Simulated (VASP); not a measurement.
# SiNi2 (Pnma) in VASP: single point with PBE

Aim: the single point of SiNi2 with PBE.

Program: VASP 6.6.1. These are calculated values, not measurements. Logs are shortened: lines on timing, memory, paths and dates and some standing lists are left out, and cuts for length are marked.

## Step 1: The cell of the first run

It takes space group Pnma (No. 62, orthorhombic). Conventional cell: a = 5.021 Å, b = 3.730 Å, c = 7.077 Å, α = 90.00°, β = 90.00°, γ = 90.00°. Within 3.4 Å of Si (site symmetry m) lie 11 Ni at 2.31 to 3.34 Å and 4 Si at 3.16 to 3.27 Å. Ni (site symmetry m) has 5 Si at 2.35 to 2.58 Å and 8 Ni at 2.57 to 2.72 Å within 3.1 Å. Within 3.1 Å of Ni (site symmetry m) lie 5 Si at 2.31 to 2.76 Å and 8 Ni at 2.57 to 2.72 Å.

## Step 2: Single point, PBE

Contents of INCAR:

```
SYSTEM = SiNi2
  PREC = Accurate
  ENCUT = 520
  EDIFF = 1E-6
  ISMEAR = 0
  SIGMA = 0.1
  LREAL = .False.
  LASPH = .True.
  NELM = 80
  ALGO = Fast
  ISIF = 2
  LWAVE = .False.
  LCHARG = .False.
  GGA = PE
  NBANDS = 60
```

Contents of KPOINTS:

```
regular mesh
0
Gamma
  8 10 6
  0 0 0
```

Contents of POSCAR:

```
SiNi2
1.0
    5.0212545485      0.0000000000      0.0000000000
    0.0000000000      3.7301287061      0.0000000000
    0.0000000000      0.0000000000      7.0770023849
Si Ni
4 8
Direct
    0.2867364340      0.2500000000      0.3852863414
    0.2132635660      0.7500000000      0.8852863414
    0.7867364340      0.2500000000      0.1147136586
    0.7132635660      0.7500000000      0.6147136586
    0.9593485542      0.2500000000      0.7960196149
    0.5406514458      0.7500000000      0.2960196149
    0.4593485542      0.2500000000      0.7039803851
    0.0406514458      0.7500000000      0.2039803851
    0.3303762940      0.2500000000      0.0602638433
    0.1696237060      0.7500000000      0.5602638433
    0.8303762940      0.2500000000      0.4397361567
    0.6696237060      0.7500000000      0.9397361567
```

Potentials or basis: VASP PAW PBE potentials, release 64 (Si, Ni).

Started as:

```console
$ cat potpaw_PBE.64/Si/POTCAR potpaw_PBE.64/Ni/POTCAR > POTCAR
$ mpirun -np 1 vasp_std > vasp.out
```

OUTCAR:

```text
SYSTEM = SiNi2
   PREC = Accurate
   ENCUT = 520
   EDIFF = 1E-6
   ISMEAR = 0
   LREAL = .False.
   LASPH = .True.
   NELM = 80
   ISIF = 2
   GGA = PE

 ion  position               nearest neighbor table
   1  0.287  0.250  0.385-   9 2.31  10 2.31  10 2.31  11 2.32   6 2.35   6 2.35   7 2.42   8 2.58
                             8 2.58  11 2.76
   2  0.213  0.750  0.885-  10 2.31   9 2.31   9 2.31  12 2.32   5 2.35   5 2.35   8 2.42   7 2.58
                             7 2.58  12 2.76
   3  0.787  0.250  0.115-  11 2.31  12 2.31  12 2.31   9 2.32   8 2.35   8 2.35   5 2.42   6 2.58
                             6 2.58   9 2.76
   4  0.713  0.750  0.615-  12 2.31  11 2.31  11 2.31  10 2.32   7 2.35   7 2.35   6 2.42   5 2.58
                             5 2.58  10 2.76
   5  0.959  0.250  0.796-   2 2.35   2 2.35   3 2.42  12 2.57  12 2.57   4 2.58   4 2.58   7 2.59
                             7 2.59  11 2.60   9 2.64  10 2.72  10 2.72
   6  0.541  0.750  0.296-   1 2.35   1 2.35   4 2.42  11 2.57  11 2.57   3 2.58   3 2.58   8 2.59
                             8 2.59  12 2.60  10 2.64   9 2.72   9 2.72
   7  0.459  0.250  0.704-   4 2.35   4 2.35   1 2.42  10 2.57  10 2.57   2 2.58   2 2.58   5 2.59
                             5 2.59   9 2.60  11 2.64  12 2.72  12 2.72
   8  0.041  0.750  0.204-   3 2.35   3 2.35   2 2.42   9 2.57   9 2.57   1 2.58   1 2.58   6 2.59
                             6 2.59  10 2.60  12 2.64  11 2.72  11 2.72
   9  0.330  0.250  0.060-   1 2.31   2 2.31   2 2.31   3 2.32   8 2.57   8 2.57   7 2.60   5 2.64
                            12 2.67  12 2.67   6 2.72   6 2.72   3 2.76
  10  0.170  0.750  0.560-   2 2.31   1 2.31   1 2.31   4 2.32   7 2.57   7 2.57   8 2.60   6 2.64
                            11 2.67  11 2.67   5 2.72   5 2.72   4 2.76
  11  0.830  0.250  0.440-   3 2.31   4 2.31   4 2.31   1 2.32   6 2.57   6 2.57   5 2.60   7 2.64
                            10 2.67  10 2.67   8 2.72   8 2.72   1 2.76
  12  0.670  0.750  0.940-   4 2.31   3 2.31   3 2.31   2 2.32   5 2.57   5 2.57   6 2.60   8 2.64
                             9 2.67   9 2.67   7 2.72   7 2.72   2 2.76

  LATTYP: Found a simple orthorhombic cell.
 ALAT       =     3.7301287061
 B/A-ratio  =     1.3461343949
 C/A-ratio  =     1.8972542082

  Lattice vectors:

 A1 = (   0.0000000000,  -3.7301287061,   0.0000000000)
 A2 = (   5.0212545485,   0.0000000000,   0.0000000000)
 A3 = (   0.0000000000,   0.0000000000,   7.0770023849)

Analysis of symmetry for initial positions (statically):
=====================================================================
 Subroutine PRICEL returns:
 Original cell was already a primitive cell.

 Routine SETGRP: Setting up the symmetry group for a
 simple orthorhombic supercell.

 Subroutine GETGRP returns: Found  8 space group operations
 (whereof  2 operations were pure point group operations)
 out of a pool of  8 trial point group operations.

The static configuration has the point symmetry S_2 .
 The point group associated with its full space group is D_2h.

Analysis of symmetry for dynamics (positions and initial velocities):
=====================================================================
 Subroutine PRICEL returns:
 Original cell was already a primitive cell.

 Routine SETGRP: Setting up the symmetry group for a
 simple orthorhombic supercell.

 Subroutine GETGRP returns: Found  8 space group operations
 (whereof  2 operations were pure point group operations)
 out of a pool of  8 trial point group operations.

The dynamic configuration has the point symmetry S_2 .
 The point group associated with its full space group is D_2h.

 Subroutine INISYM returns: Found  8 space group operations
 (whereof  2 operations are pure point group operations),
 and found     1 'primitive' translations

----------------------------------------------------------------------------------------

                                     Primitive cell

  volume of cell :     132.5517

  direct lattice vectors                    reciprocal lattice vectors
     5.021254548  0.000000000  0.000000000     0.199153417  0.000000000  0.000000000
     0.000000000  3.730128706  0.000000000     0.000000000  0.268087264  0.000000000
     0.000000000  0.000000000  7.077002385     0.000000000  0.000000000  0.141302764

  length of vectors
     5.021254548  3.730128706  7.077002385     0.199153417  0.268087264  0.141302764

  position of ions in fractional coordinates (direct lattice)
     0.286736434  0.250000000  0.385286341
     0.213263566  0.750000000  0.885286341
     0.786736434  0.250000000  0.114713659
[... 37 lines left out ...]
     0.000000000  0.026808726  0.000000000     0.000000000  0.100000000  0.000000000
     0.000000000  0.000000000  0.023550461     0.000000000  0.000000000  0.166666667

  Length of vectors
     0.024894177  0.026808726  0.023550461

  Shift w.r.t. Gamma in fractional coordinates (k-lattice)
     0.000000000  0.000000000  0.000000000

 Subroutine IBZKPT returns following result:
 ===========================================

 Found    120 irreducible k-points:

 Following reciprocal coordinates:
            Coordinates               Weight
  0.000000  0.000000  0.000000      1.000000
  0.125000  0.000000  0.000000      2.000000
  0.250000  0.000000  0.000000      2.000000
  0.375000  0.000000  0.000000      2.000000
  0.500000  0.000000  0.000000      1.000000
  0.000000  0.100000  0.000000      2.000000
[... 16 lines left out ...]
  0.250000  0.400000  0.000000      4.000000
  0.375000  0.400000  0.000000      4.000000
 [... further k-points ...]
   k-points           NKPTS =    120   k-points in BZ     NKDIM =    120   number of bands    NBANDS=     60
   number of dos      NEDOS =    301   number of ions     NIONS =     12
   total plane-waves  NPLWV =  60480
   dimension x,y,z NGX =    40 NGY =   28 NGZ =   54
   dimension x,y,z NGXF=    80 NGYF=   56 NGZF=  108
   ions per type =               4   8
   NGX,Y,Z   is equivalent  to a cutoff of  13.24, 12.48, 12.69 a.u.
   NGXF,Y,Z  is equivalent  to a cutoff of  26.49, 24.96, 25.37 a.u.
 SYSTEM =  SiNi2
   PREC   = accura    normal or accurate (medium, high low for compatibility)
   ISTART =      0    job   : 0-new  1-cont  2-samecut
   ICHARG =      2    charge: 1-file 2-atom 10-const
   ISPIN  =      1    spin polarized calculation?
   LNONCOLLINEAR =      F non collinear calculations
   LSORBIT =      F    spin-orbit coupling
   LASPH  =      T    aspherical Exc in radial PAW
   ENCUT  =  520.0 eV  38.22 Ry    6.18 a.u.   9.34  6.94 13.16*2*pi/ulx,y,z
   NELM   =     80;   NELMIN=  2; NELMDL= -5     # of ELM steps
   EDIFF  = 0.1E-05   stopping-criterion for ELM
   LREAL  =      F    real-space projection
   EDIFFG = 0.1E-04   stopping-criterion for IOM
   NSW    =      0    number of steps for IOM
   IBRION =     -1    ionic relax: 0-MD 1-quasi-New 2-CG
   NFREE  =      0    steps in history (QN), initial steepest desc. (CG)
   ISIF   =      2    stress and relaxation
   ISYM   =      2    0-nonsym 1-usesym 2-fastsym
   POTIM  = 0.5000    time-step for ionic-motion
   TEBEG  =    0.0;   TEEND  =   0.0 temperature during run
   PSTRESS=    0.0 pullay stress
   NELECT =      96.0000    total number of electrons
   NUPDOWN=      -1.0000    fix difference up-down
   EMIN   =  10.00;   EMAX   =-10.00  energy-range for DOS
   EFERMI =   0.00;   METHOD = LEGACY
   ISMEAR =     0;   SIGMA  =   0.10  broadening in eV -4-tet -1-fermi 0-gaus
   EFERMI_NEDOS =   21; number of points for ismear=-14 and -15
   IALGO  =     68    algorithm
   IMIX   =      4    mixing-type and parameters
     AMIX     =   0.40;   BMIX     =  1.00
     AMIX_MAG =   1.60;   BMIX_MAG =  1.00
  volume/ion in A,a.u.               =      11.05        74.54
  Fermi-wavevector in a.u.,A,eV,Ry     =   1.470179  2.778235 29.407976  2.161425
  Thomas-Fermi vector in A             =   2.585467
   LORBIT       =      0    0 simple, 1 ext, 2 COOP (PROOUT), +10 PAW based schemes
   GGA     = PE    functional components
   LHFCALC =     F    Hartree Fock is set to
   AEXX    =    0.0000 exact exchange contribution
   IVDW    =     0    specifies the selected vdW correction
   LEPSILON=     F    determine dielectric tensor
   LRPA    =     F    only Hartree local field effects (RPA)
 non-spin polarized calculation
 RMM-DIIS sequential band-by-band and
 Gauss-broadening in eV      SIGMA  =   0.10
  energy-cutoff  :      520.00
  volume of cell :      132.55
 maximum number of plane-waves:      3616
 NGX is ok and might be reduce to    40
   NGX = 19   NGY = 13   NGZ = 27

 number of electron      95.9999960 magnetization

 Free energy of the ion-electron system (eV)
  ---------------------------------------------------
  ext. energy  EPLUGINS =         0.00000000
  ---------------------------------------------------
  free energy    TOTEN  =       -72.11028757 eV

  energy without entropy =      -72.07971355  energy(sigma->0) =      -72.09500056

 E-fermi :  10.9625     XC(G=0): -12.8650

 val. band max:       10.9624183866   @ k =   0.2500   0.3000   0.0000
 cond. band min:      10.9652104222   @ k =   0.0000   0.5000   0.3333
 fundamental gap:      0.0027920356
 Fermi energy:        10.9624724374

 k-point     1 :       0.0000    0.0000    0.0000
  band No.  band energies     occupation
      1      -1.5893      2.00000
      2       0.9689      2.00000
      3       1.0148      2.00000
      4       2.8018      2.00000
      5       4.4044      2.00000
      6       4.8806      2.00000
[... 1501 lines left out ...]
     59      16.2465      0.00000
     60      17.1849      0.00000

 [... further k-points ...]
[... 5 lines left out ...]
  --------------------------------------------------------------------------------------
  -------------------------------------------------------------------------------------
  Total        0.0287593      0.0932296     -0.0140408      0.0000000      0.0000000      0.0000000
  in kB        0.3476190      1.1268831     -0.1697141      0.0000000      0.0000000      0.0000000
  external PRESSURE =       0.4349293 kB  Pullay stress =       0.0000000 kB

 VOLUME and BASIS-vectors are now :
 -----------------------------------------------------------------------------
  energy-cutoff  :      520.00
  volume of cell :      132.55
      direct lattice vectors                 reciprocal lattice vectors
     5.021254548  0.000000000  0.000000000     0.199153417  0.000000000  0.000000000
     0.000000000  3.730128706  0.000000000     0.000000000  0.268087264  0.000000000
     0.000000000  0.000000000  7.077002385     0.000000000  0.000000000  0.141302764

 POSITION                                       TOTAL-FORCE (eV/Angst)
 -----------------------------------------------------------------------------------
      1.43978      0.93253      2.72667        -0.000416     -0.000000     -0.000751
      1.07085      2.79760      6.26517         0.000416      0.000000     -0.000751
      3.95040      0.93253      0.81183        -0.000416      0.000000      0.000751
      3.58148      2.79760      4.35033         0.000416      0.000000      0.000751
      4.81713      0.93253      5.63343        -0.008256     -0.000000     -0.005128
      2.71475      2.79760      2.09493         0.008256      0.000000     -0.005128
      2.30651      0.93253      4.98207        -0.008256     -0.000000      0.005128
      0.20412      2.79760      1.44357         0.008256      0.000000      0.005128
      1.65890      0.93253      0.42649        -0.001048      0.000000      0.001455
      0.85172      2.79760      3.96499         0.001048      0.000000      0.001455
      4.16953      0.93253      3.11201        -0.001048     -0.000000     -0.001455
      3.36235      2.79760      6.65052         0.001048     -0.000000     -0.001455
 -----------------------------------------------------------------------------------
    total drift:                               -0.000000      0.000000      0.000000

  FREE ENERGIE OF THE ION-ELECTRON SYSTEM (eV)
  ---------------------------------------------------
  free  energy   TOTEN  =       -72.1102875683 eV

  energy  without entropy=      -72.0797135503  energy(sigma->0) =      -72.09500056
```

Wall time 10 min (1 thread of Intel Xeon 6975P-C (Granite Rapids), shared host); peak memory 0.71 GiB.

Results:

```
Free energy            : -72.1103 eV
Pressure               : 0.0 GPa
Largest force          : 0.010 eV/Å
Band gap on the k mesh : zero (bands 48 and 49 overlap by 1.67 eV)
```

Forces in eV/Å, atoms in the order of the input:
```
Si   0.000  0.000 -0.001
Si   0.000  0.000 -0.001
Si   0.000  0.000  0.001
Si   0.000  0.000  0.001
Ni  -0.008  0.000 -0.005
Ni   0.008  0.000 -0.005
Ni  -0.008  0.000  0.005
Ni   0.008  0.000  0.005
Ni  -0.001  0.000  0.001
Ni   0.001  0.000  0.001
Ni  -0.001  0.000 -0.001
Ni   0.001  0.000 -0.001
```
